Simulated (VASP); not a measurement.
Input of a VASP 6.6.1 run:

POSCAR

```
Ti
1.0
    0.0000000000      2.0551887194      2.0551887194
    2.0551887194      0.0000000000      2.0551887194
    2.0551887194      2.0551887194      0.0000000000
Ti
1
Direct
    0.5000000000      0.5000000000      0.5000000000
```

File INCAR.step1:

```
SYSTEM = Ti
PREC     = Accurate       ! precision mode
ENCUT    = 520            ! plane-wave cutoff, eV
ISMEAR   = 0              ! smearing method
SIGMA    = 0.1            ! smearing width, eV
LREAL    = .FALSE.        ! projectors in reciprocal space
LASPH    = .TRUE.         ! aspherical terms in the spheres
NELM     = 80             ! most SCF steps
NBANDS   = 12             ! bands
GGA      = PE             ! functional
ALGO     = Normal         ! electronic algorithm
EDIFF    = 1E-4           ! SCF threshold, eV
LWAVE    = .TRUE.         ! write WAVECAR
LCHARG   = .FALSE.        ! write CHGCAR
```

Contents of INCAR.step2:

```
SYSTEM = Ti
PREC     = Accurate       ! precision mode
ENCUT    = 520            ! plane-wave cutoff, eV
EDIFF    = 1E-6           ! SCF threshold, eV
ISMEAR   = 0              ! smearing method
SIGMA    = 0.1            ! smearing width, eV
LREAL    = .FALSE.        ! projectors in reciprocal space
LASPH    = .TRUE.         ! aspherical terms in the spheres
NELM     = 80             ! most SCF steps
ALGO     = Normal         ! electronic algorithm
ISIF     = 2              ! what is computed and relaxed
LWAVE    = .FALSE.        ! write WAVECAR
LCHARG   = .FALSE.        ! write CHGCAR
METAGGA  = R2SCAN         ! meta-GGA
LMIXTAU  = .TRUE.       
NBANDS   = 12             ! bands
ISTART   = 1
```

Contents of KPOINTS:

```
regular mesh
0
G
  24 24 24
  0 0 0
```

Potentials or basis: VASP PAW PBE potentials, release 64 (Ti_sv).

Command:

```bash
$ cat potpaw_PBE.64/Ti_sv/POTCAR > POTCAR
$ cp INCAR.step1 INCAR
$ mpirun -np 1 vasp_std > vasp.out
$ cp INCAR.step2 INCAR
$ mpirun -np 1 vasp_std > vasp.out
```

Q: Predict the band gap on the k mesh.

A: Zero (band 6 reaches 9.23 eV, above the bottom of band 7 at 7.81 eV).

Q: Predict the pressure.

A: 0.4 GPa.

Caveat: the PAW data sets were made with another functional, which shifts forces and pressure a little.
